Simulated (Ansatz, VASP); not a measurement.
Two plane-wave programs on B

INCAR

```
ALGO = Normal
EDIFF = 1E-7
ENCUT = 520
ISIF = 2
ISMEAR = -1
LASPH = True
LCHARG = False
LREAL = False
LWAVE = False
NBANDS = 10
NELM = 100
PREC = Accurate
SIGMA = 0.1
```

File KPOINTS:

```
k-points
0
Gamma
  15 15 15
```

The input POSCAR:

```
B
1.0
    0.0000000000      2.0277974572      2.0277974572
    2.0277974572      0.0000000000      2.0277974572
    2.0277974572      2.0277974572      0.0000000000
B
2
Direct
    0.1250000000      0.1250000000      0.1250000000
    0.8750000000      0.8750000000      0.8750000000
```

Input for Ansatz:

```yaml
crystal:
  lattice:
    - [0.0, 2.0277974572, 2.0277974572]
    - [2.0277974572, 0.0, 2.0277974572]
    - [2.0277974572, 2.0277974572, 0.0]
  atoms:
    - { symbol: B, position: [0.125, 0.125, 0.125] }
    - { symbol: B, position: [0.875, 0.875, 0.875] }
hamiltonian:
  xc: lda
  pseudopotentials:
    kind: paw
    azcp:
      B: "pseudopotentials/B.paw.azcp"
basis:
  ecutwfc: 420
  fft_grid_basis: typed
kpoints:
  mp_grid: { grid: [15, 15, 15], shift: [0, 0, 0] }
magnetization:
  spin_polarized: false
scf:
  occupations: { method: fermi_dirac, width: 0.1 }
  lower_state_search: "off"
output:
  stress: true
  write_density: true
  write_potential: true
  elf: true
  volumetric_format: npy
```

Alike in both runs: task single point; functional LDA; k mesh 15 × 15 × 15; occupations fermi-dirac, width 0.1 eV; no spin polarisation.

```csv
,VASP,Ansatz
version,VASP 6.6.1,Ansatz 0.2.0
potentials or method,"VASP PAW LDA potentials, release 64 (B), cutoff 520 eV","plane waves (420 eV) with PAW, scalar-relativistic"
valence electrons in the cell,6,6
```

|  | VASP | Ansatz | Ansatz less VASP |
| --- | --- | --- | --- |
| pressure (GPa) | -6.8 | -7.0 | -0.18 |

Ansatz warns that its potentials were made for another functional, while VASP's fit it. LDA's correlation is that of Perdew and Zunger in VASP and of Perdew and Wang (1992) in Ansatz.
